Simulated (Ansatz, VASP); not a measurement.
Two plane-wave programs on V

Contents of INCAR:

```
SYSTEM = V
  PREC = Accurate
  ENCUT = 520
  EDIFF = 1E-6
  ISMEAR = -1
  SIGMA = 0.1
  LREAL = .False.
  LASPH = .True.
  NELM = 80
  ALGO = Normal
  ISIF = 2
  LWAVE = .False.
  LCHARG = .False.
  GGA = CA
  NBANDS = 12
```

KPOINTS

```
regular mesh
0
Gamma
  15 15 15
  0 0 0
```

Contents of POSCAR:

```
V
1.0
    2.4724510763      0.0000000000      0.0000000000
    0.0000000000      2.4724510763      0.0000000000
    0.0000000000      0.0000000000      2.4724510763
V
1
Direct
    0.0000000000      0.0000000000      0.0000000000
```

Input for Ansatz:

```yaml
crystal:
  lattice:
    - [2.4724510763, 0.0, 0.0]
    - [0.0, 2.4724510763, 0.0]
    - [0.0, 0.0, 2.4724510763]
  atoms:
    - { symbol: V, position: [0.0, 0.0, 0.0] }
hamiltonian:
  xc: lda
  pseudopotentials:
    kind: paw
    azcp:
      V: "pseudopotentials/V.paw.azcp"
basis:
  ecutwfc: 420
  fft_grid_basis: typed
kpoints:
  mp_grid: { grid: [15, 15, 15], shift: [0, 0, 0] }
magnetization:
  spin_polarized: false
scf:
  occupations: { method: fermi_dirac, width: 0.1 }
  lower_state_search: "off"
output:
  stress: true
  write_density: true
  write_potential: true
  elf: true
  volumetric_format: npy
```

Alike in both runs: task single point; functional LDA; k mesh 15 × 15 × 15; occupations fermi-dirac, width 0.1 eV; no spin polarisation.

```csv
,VASP,Ansatz
version,VASP 6.6.1,Ansatz 0.2.0
potentials or method,"VASP PAW LDA potentials, release 64 (V_sv), cutoff 520 eV","plane waves (420 eV) with PAW, scalar-relativistic"
valence electrons in the cell,13,13
```

Ansatz gave:

- pressure (GPa): -14.1

Question: What did VASP give for the same quantities?

Answer: Pressure (GPa): -13.8.

Ansatz warns that its potentials were made for another functional, while VASP's fit it. LDA's correlation is that of Perdew and Zunger in VASP and of Perdew and Wang (1992) in Ansatz.
